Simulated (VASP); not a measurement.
# Ru (P6_3/mmc) in VASP: a series of runs

Runs on Ru. Level: PBEsol. Tasks: single point.

All numbers are computed with VASP 6.6.1; they aren't measurements. Logs are shortened: lines on timing, memory, paths and dates and some standing lists are left out, and cuts for length are marked.

**1. The cell of the first run**

It takes space group P6_3/mmc (No. 194, hexagonal). Conventional cell: a = 2.646 Å, b = 2.646 Å, c = 4.252 Å, α = 90.00°, β = 90.00°, γ = 120.00°. Ru (site symmetry -6m2) has 12 Ru at 2.62 to 2.65 Å within 3.5 Å.

**2. Single point, PBEsol (volume 12.895 Å^3 an atom, c/a of the conventional cell 1.6066)**

INCAR

```
PREC     = Accurate       # precision mode
ENCUT    = 520            # plane-wave cutoff, eV
EDIFF    = 1E-6           # SCF threshold, eV
ISMEAR   = 0              # smearing method
SIGMA    = 0.15           # smearing width, eV
LREAL    = F              # projectors in reciprocal space
LASPH    = T              # aspherical terms in the spheres
NELM     = 100            # most SCF steps
ALGO     = Fast           # electronic algorithm
ISIF     = 2              # what is computed and relaxed
LWAVE    = F              # write WAVECAR
LCHARG   = F              # write CHGCAR
GGA      = PS             # functional
NBANDS   = 21             # bands
```

KPOINTS

```
regular mesh
0
Gamma
  21 21 12
```

POSCAR

```
Ru
1.0
    2.6464944198      0.0000000000      0.0000000000
   -1.3232472099      2.2919313985      0.0000000000
    0.0000000000      0.0000000000      4.2518579348
Ru
2
Direct
    0.3333333333      0.6666666667      0.2500000000
    0.6666666667      0.3333333333      0.7500000000
```

Potentials or basis: VASP PAW PBE potentials, release 64 (Ru_pv).

On the command line:

```
$ cat potpaw_PBE.64/Ru_pv/POTCAR > POTCAR
$ mpirun -np 1 vasp_std > vasp.out
```

OUTCAR:

```text
PREC = Accurate
   ENCUT = 520
   EDIFF = 1E-6
   ISMEAR = 0
   LREAL = F
   LASPH = T
   NELM = 100
   ISIF = 2
   GGA = PS

 ion  position               nearest neighbor table
   1  0.333  0.667  0.250-   2 2.62   2 2.62   2 2.62   2 2.62   2 2.62   2 2.62
   2  0.667  0.333  0.750-   1 2.62   1 2.62   1 2.62   1 2.62   1 2.62   1 2.62

  LATTYP: Found a hexagonal cell.
 ALAT       =     2.6464944198
 C/A-ratio  =     1.6066000000

  Lattice vectors:

 A1 = (   2.6464944198,   0.0000000000,   0.0000000000)
 A2 = (  -1.3232472099,   2.2919313985,   0.0000000000)
 A3 = (   0.0000000000,   0.0000000000,   4.2518579348)

Analysis of symmetry for initial positions (statically):
=====================================================================
 Subroutine PRICEL returns:
 Original cell was already a primitive cell.

 Routine SETGRP: Setting up the symmetry group for a
 hexagonal supercell.

 Subroutine GETGRP returns: Found 24 space group operations
 (whereof 12 operations were pure point group operations)
 out of a pool of 24 trial point group operations.

The static configuration has the point symmetry D_3d.
 The point group associated with its full space group is D_6h.

Analysis of symmetry for dynamics (positions and initial velocities):
=====================================================================
 Subroutine PRICEL returns:
 Original cell was already a primitive cell.

 Routine SETGRP: Setting up the symmetry group for a
 hexagonal supercell.

 Subroutine GETGRP returns: Found 24 space group operations
 (whereof 12 operations were pure point group operations)
 out of a pool of 24 trial point group operations.

The dynamic configuration has the point symmetry D_3d.
 The point group associated with its full space group is D_6h.

 Subroutine INISYM returns: Found 24 space group operations
 (whereof 12 operations are pure point group operations),
 and found     1 'primitive' translations

----------------------------------------------------------------------------------------

                                     Primitive cell

  volume of cell :      25.7900

  direct lattice vectors                    reciprocal lattice vectors
     2.646494420  0.000000000  0.000000000     0.377858344  0.218156617  0.000000000
    -1.323247210  2.291931399  0.000000000     0.000000000  0.436313234  0.000000000
     0.000000000  0.000000000  4.251857935     0.000000000  0.000000000  0.235191301

  length of vectors
     2.646494420  2.646494420  4.251857935     0.436313234  0.436313234  0.235191301

  position of ions in fractional coordinates (direct lattice)
     0.333333333  0.666666667  0.250000000
     0.666666667  0.333333333  0.750000000

  ion indices of the primitive-cell ions
   primitive index   ion index
                 1           1
                 2           2

----------------------------------------------------------------------------------------

 KPOINTS: regular mesh

Automatic generation of k-mesh.
 Grid dimensions read from file:
 generate k-points for:   21   21   12

 Generating k-lattice:

  Cartesian coordinates                     Fractional coordinates (reciprocal lattice)
     0.017993254  0.010388410  0.000000000     0.047619048 -0.000000000  0.000000000
     0.000000000  0.020776821  0.000000000     0.000000000  0.047619048  0.000000000
     0.000000000  0.000000000  0.019599275     0.000000000  0.000000000  0.083333333

  Length of vectors
     0.020776821  0.020776821  0.019599275

  Shift w.r.t. Gamma in fractional coordinates (k-lattice)
     0.000000000  0.000000000  0.000000000

 Subroutine IBZKPT returns following result:
 ===========================================

 Found    336 irreducible k-points:

 Following reciprocal coordinates:
            Coordinates               Weight
  0.000000  0.000000  0.000000      1.000000
  0.047619  0.000000  0.000000      6.000000
  0.095238 -0.000000  0.000000      6.000000
  0.142857 -0.000000  0.000000      6.000000
  0.190476 -0.000000  0.000000      6.000000
  0.238095  0.000000  0.000000      6.000000
[... 16 lines left out ...]
  0.142857  0.095238  0.000000     12.000000
  0.190476  0.095238  0.000000     12.000000
 [... further k-points ...]
   k-points           NKPTS =    336   k-points in BZ     NKDIM =    336   number of bands    NBANDS=     21
   number of dos      NEDOS =    301   number of ions     NIONS =      2
   total plane-waves  NPLWV =  12800
   dimension x,y,z NGX =    20 NGY =   20 NGZ =   32
   dimension x,y,z NGXF=    40 NGYF=   40 NGZF=   64
   ions per type =               2
   NGX,Y,Z   is equivalent  to a cutoff of  12.56, 12.56, 12.51 a.u.
   NGXF,Y,Z  is equivalent  to a cutoff of  25.13, 25.13, 25.02 a.u.
 SYSTEM =  unknown system
   PREC   = accura    normal or accurate (medium, high low for compatibility)
   ISTART =      0    job   : 0-new  1-cont  2-samecut
   ICHARG =      2    charge: 1-file 2-atom 10-const
   ISPIN  =      1    spin polarized calculation?
   LNONCOLLINEAR =      F non collinear calculations
   LSORBIT =      F    spin-orbit coupling
   LASPH  =      T    aspherical Exc in radial PAW
   ENCUT  =  520.0 eV  38.22 Ry    6.18 a.u.   4.92  4.92  7.91*2*pi/ulx,y,z
   NELM   =    100;   NELMIN=  2; NELMDL= -5     # of ELM steps
   EDIFF  = 0.1E-05   stopping-criterion for ELM
   LREAL  =      F    real-space projection
   EDIFFG = 0.1E-04   stopping-criterion for IOM
   NSW    =      0    number of steps for IOM
   IBRION =     -1    ionic relax: 0-MD 1-quasi-New 2-CG
   NFREE  =      0    steps in history (QN), initial steepest desc. (CG)
   ISIF   =      2    stress and relaxation
   ISYM   =      2    0-nonsym 1-usesym 2-fastsym
   POTIM  = 0.5000    time-step for ionic-motion
   TEBEG  =    0.0;   TEEND  =   0.0 temperature during run
   PSTRESS=    0.0 pullay stress
   NELECT =      28.0000    total number of electrons
   NUPDOWN=      -1.0000    fix difference up-down
   EMIN   =  10.00;   EMAX   =-10.00  energy-range for DOS
   EFERMI =   0.00;   METHOD = LEGACY
   ISMEAR =     0;   SIGMA  =   0.15  broadening in eV -4-tet -1-fermi 0-gaus
   EFERMI_NEDOS =   21; number of points for ismear=-14 and -15
   IALGO  =     68    algorithm
   IMIX   =      4    mixing-type and parameters
     AMIX     =   0.40;   BMIX     =  1.00
     AMIX_MAG =   1.60;   BMIX_MAG =  1.00
  volume/ion in A,a.u.               =      12.89        87.02
  Fermi-wavevector in a.u.,A,eV,Ry     =   1.682585  3.179625 38.519357  2.831093
  Thomas-Fermi vector in A             =   2.765938
   LORBIT       =      0    0 simple, 1 ext, 2 COOP (PROOUT), +10 PAW based schemes
   GGA     = PS    functional components
   LHFCALC =     F    Hartree Fock is set to
   AEXX    =    0.0000 exact exchange contribution
   IVDW    =     0    specifies the selected vdW correction
   LEPSILON=     F    determine dielectric tensor
   LRPA    =     F    only Hartree local field effects (RPA)
 non-spin polarized calculation
 RMM-DIIS sequential band-by-band and
 Gauss-broadening in eV      SIGMA  =   0.15
  energy-cutoff  :      520.00
  volume of cell :       25.79
 maximum number of plane-waves:       720
 NGX is ok and might be reduce to    20
   NGX =  9   NGY =  9   NGZ = 15

 number of electron      27.9999993 magnetization

 Free energy of the ion-electron system (eV)
  ---------------------------------------------------
  ext. energy  EPLUGINS =         0.00000000
  ---------------------------------------------------
  free energy    TOTEN  =       -20.31066358 eV

  energy without entropy =      -20.29267941  energy(sigma->0) =      -20.30167150

 E-fermi :  13.6771     XC(G=0): -14.6028

 val. band max:       13.6757658225   @ k =   0.1429   0.1429   0.0833
 cond. band min:      13.6820110078   @ k =   0.2381   0.0476   0.2500
 fundamental gap:      0.0062451853
 Fermi energy:        13.6770549224

 k-point     1 :       0.0000    0.0000    0.0000
  band No.  band energies     occupation
      1     -30.1224      2.00000
      2     -29.0117      2.00000
      3     -29.0117      2.00000
      4     -28.8267      2.00000
      5     -28.8267      2.00000
      6     -28.8038      2.00000
[... 13 lines left out ...]
     20      23.8887      0.00000
     21      24.4040      0.00000

 k-point     2 :       0.0476    0.0000    0.0000
  band No.  band energies     occupation
      1     -30.1132      2.00000
      2     -29.0327      2.00000
      3     -29.0186      2.00000
      4     -28.8485      2.00000
      5     -28.8296      2.00000
      6     -28.8077      2.00000
[... 13 lines left out ...]
     20      23.8885      0.00000
     21      24.3908      0.00000

 k-point     3 :       0.0952   -0.0000    0.0000
  band No.  band energies     occupation
      1     -30.0860      2.00000
      2     -29.0939      2.00000
      3     -29.0384      2.00000
      4     -28.9117      2.00000
      5     -28.8385      2.00000
      6     -28.8192      2.00000
[... 13 lines left out ...]
     20      23.8884      0.00000
     21      24.3478      0.00000

 k-point     4 :       0.1429   -0.0000    0.0000
  band No.  band energies     occupation
      1     -30.0420      2.00000
      2     -29.1898      2.00000
      3     -29.0687      2.00000
      4     -29.0093      2.00000
      5     -28.8529      2.00000
      6     -28.8387      2.00000
[... 13 lines left out ...]
     20      23.8884      0.00000
     21      24.2709      0.00000

 k-point     5 :       0.1905   -0.0000    0.0000
  band No.  band energies     occupation
      1     -29.9833      2.00000
      2     -29.3117      2.00000
      3     -29.1309      2.00000
      4     -29.1063      2.00000
      5     -28.8720      2.00000
      6     -28.8661      2.00000
[... 13 lines left out ...]
     20      23.8883      0.00000
     21      24.1665      0.00000
[... 382 lines left out ...]
     20      26.0577      0.00000
     21      26.8604      0.00000

 k-point    22 :       0.0952    0.0952    0.0000
  band No.  band energies     occupation
      1     -30.0164      2.00000
      2     -29.2252      2.00000
      3     -29.1398      2.00000
      4     -29.0150      2.00000
      5     -28.8746      2.00000
      6     -28.8504      2.00000
[... 13 lines left out ...]
     20      23.8884      0.00000
     21      24.2303      0.00000

 k-point    23 :       0.1429    0.0952    0.0000
  band No.  band energies     occupation
      1     -29.9589      2.00000
      2     -29.3284      2.00000
      3     -29.2378      2.00000
      4     -29.0718      2.00000
      5     -28.9028      2.00000
      6     -28.8780      2.00000
[... 13 lines left out ...]
     20      23.8883      0.00000
     21      24.1428      0.00000

 k-point    24 :       0.1905    0.0952    0.0000
  band No.  band energies     occupation
      1     -29.8895      2.00000
      2     -29.4521      2.00000
      3     -29.3428      2.00000
      4     -29.1326      2.00000
      5     -28.9323      2.00000
      6     -28.9135      2.00000
[... 13 lines left out ...]
     20      23.8881      0.00000
     21      24.0643      0.00000

 [... further k-points ...]

------------------------ aborting loop because EDIFF is reached ----------------------------------------

  FORCE on cell =-STRESS in cart. coord.  units (eV):
  Direction    XX          YY          ZZ          XY          YZ          ZX
  --------------------------------------------------------------------------------------
  -------------------------------------------------------------------------------------
  Total        2.4189191      2.4189191      0.9957415     -0.0000000      0.0000000      0.0000000
  in kB      150.2728704    150.2728704     61.8594180     -0.0000000      0.0000000      0.0000000
  external PRESSURE =     120.8017196 kB  Pullay stress =       0.0000000 kB

 VOLUME and BASIS-vectors are now :
 -----------------------------------------------------------------------------
  energy-cutoff  :      520.00
  volume of cell :       25.79
      direct lattice vectors                 reciprocal lattice vectors
     2.646494420  0.000000000  0.000000000     0.377858344  0.218156617  0.000000000
    -1.323247210  2.291931399  0.000000000     0.000000000  0.436313234  0.000000000
     0.000000000  0.000000000  4.251857935     0.000000000  0.000000000  0.235191301

 POSITION                                       TOTAL-FORCE (eV/Angst)
 -----------------------------------------------------------------------------------
     -0.00000      1.52795      1.06296         0.000000      0.000000      0.000000
      1.32325      0.76398      3.18889        -0.000000     -0.000000      0.000000
 -----------------------------------------------------------------------------------
    total drift:                               -0.000000      0.000000     -0.000000

  FREE ENERGIE OF THE ION-ELECTRON SYSTEM (eV)
  ---------------------------------------------------
  free  energy   TOTEN  =       -20.3106635754 eV

  energy  without entropy=      -20.2926794148  energy(sigma->0) =      -20.30167150
```

Run time: 63 s. Hardware: 1 thread of AMD EPYC 9R45 (Zen 5), shared host; peak memory 0.22 GiB.

Results:

```yaml
Free_energy: -20.3107 eV
Pressure: 12.1 GPa
Band_gap_on_the_k_mesh: zero (band 14 reaches 15.39 eV, above the bottom of band 15 at 12.05 eV)
```

Levels at points of the mesh, in eV from the Fermi level:
| k point | band 12 | band 13 | band 14 | band 15 | band 16 | band 17 |
| --- | --- | --- | --- | --- | --- | --- |
| (0.00, 0.00, 0.00) | -2.11 | -2.11 | -1.39 | -1.39 | 1.11 | 1.28 |
| (0.00, 0.00, 0.50) | -2.95 | -2.95 | -2.95 | 0.59 | 0.59 | 0.59 |

Caveat: the PAW data sets were made with another functional, which shifts forces and pressure a little.

**3. Single point, PBEsol (volume 12.895 Å^3 an atom, c/a of the conventional cell 1.4592)**

INCAR, as its differences from that of step 2:

```diff
@@ -2,3 +2,3 @@
 ENCUT    = 520            # plane-wave cutoff, eV
-EDIFF    = 1E-6           # SCF threshold, eV
+EDIFF    = 1E-7           # SCF threshold, eV
 ISMEAR   = 0              # smearing method
```

KPOINTS

```
Automatic mesh
0
Gamma
  21 21 12
```

POSCAR

```
Ru
1.0
    2.7327629635      0.0000000000      0.0000000000
   -1.3663814817      2.3666421489      0.0000000000
    0.0000000000      0.0000000000      3.9876477163
Ru
2
Direct
    0.3333333333      0.6666666667      0.2500000000
    0.6666666667      0.3333333333      0.7500000000
```

Potentials or basis: VASP PAW PBE potentials, release 64 (Ru_pv).

On the command line:

```
$ cat potpaw_PBE.64/Ru_pv/POTCAR > POTCAR
$ mpirun -np 1 vasp_std > vasp.out
```

It took 80 s on 1 thread of AMD EPYC 9R45 (Zen 5), shared host; peak memory 0.22 GiB.

Results (log left out):

- Free energy: -20.1376 eV
- Pressure: 16.1 GPa
- Band gap on the k mesh: zero (band 14 reaches 15.12 eV, above the bottom of band 15 at 11.81 eV)

Stress tensor (GPa, compression positive):
```
 2.40  0.00  0.00
 0.00  2.40  0.00
 0.00  0.00 43.51
```

Levels at points of the mesh, in eV from the Fermi level:
| k point | band 10 | band 11 | band 12 | band 13 | band 14 | band 15 | band 16 | band 17 | band 18 | band 19 |
| --- | --- | --- | --- | --- | --- | --- | --- | --- | --- | --- |
| (0.00, 0.00, 0.00) | -2.97 | -2.19 | -2.19 | -2.01 | -2.01 | -1.84 | 1.25 | 1.25 | 2.32 | 10.20 |
| (0.00, 0.00, 0.50) | -3.40 | -3.40 | -3.40 | -2.44 | -2.44 | 0.71 | 0.71 | 0.71 | 0.71 | 10.21 |

Caveat: the PAW data sets were made with another functional, which shifts forces and pressure a little.

**4. Single point, PBEsol (volume 12.895 Å^3 an atom, c/a of the conventional cell 1.5558)**

INCAR

```
ALGO = Fast
EDIFF = 1E-6
ENCUT = 520
GGA = PS
ISIF = 2
ISMEAR = 0
LASPH = True
LCHARG = False
LREAL = False
LWAVE = False
NBANDS = 21
NELM = 100
PREC = Accurate
SIGMA = 0.15
```

KPOINTS

```
k-points
0
Gamma
  21 21 12
```

POSCAR

```
Ru
1.0
    2.6749909338      0.0000000000      0.0000000000
   -1.3374954669      2.3166101036      0.0000000000
    0.0000000000      0.0000000000      4.1617508948
Ru
2
Direct
    0.3333333333      0.6666666667      0.2500000000
    0.6666666667      0.3333333333      0.7500000000
```

On the command line:

```
$ cat potpaw_PBE.64/Ru_pv/POTCAR > POTCAR
$ mpirun -np 1 vasp_std > vasp.out
```

It took 65 s on 1 thread of AMD EPYC 9R45 (Zen 5), shared host; peak memory 0.22 GiB.

The run converged. Its results:

- Free energy: -20.3110 eV
- Pressure: 12.6 GPa
- Band gap on the k mesh: zero (band 14 reaches 15.31 eV, above the bottom of band 15 at 11.82 eV)

Stress tensor (GPa, compression positive):
```
 9.71  0.00  0.00
 0.00  9.71  0.00
 0.00  0.00 18.28
```

Levels at points of the mesh, in eV from the Fermi level:
```tsv
k point	band 11	band 12	band 13	band 14	band 15	band 16	band 17	band 18
(0.00, 0.00, 0.00)	-2.47	-2.07	-2.07	-1.66	-1.66	1.27	1.27	1.49
(0.00, 0.00, 0.50)	-3.08	-3.08	-2.82	-2.82	0.61	0.61	0.61	0.61
```

Caveat: the PAW data sets were made with another functional, which shifts forces and pressure a little.

(Part 1 of 2 ends here.)
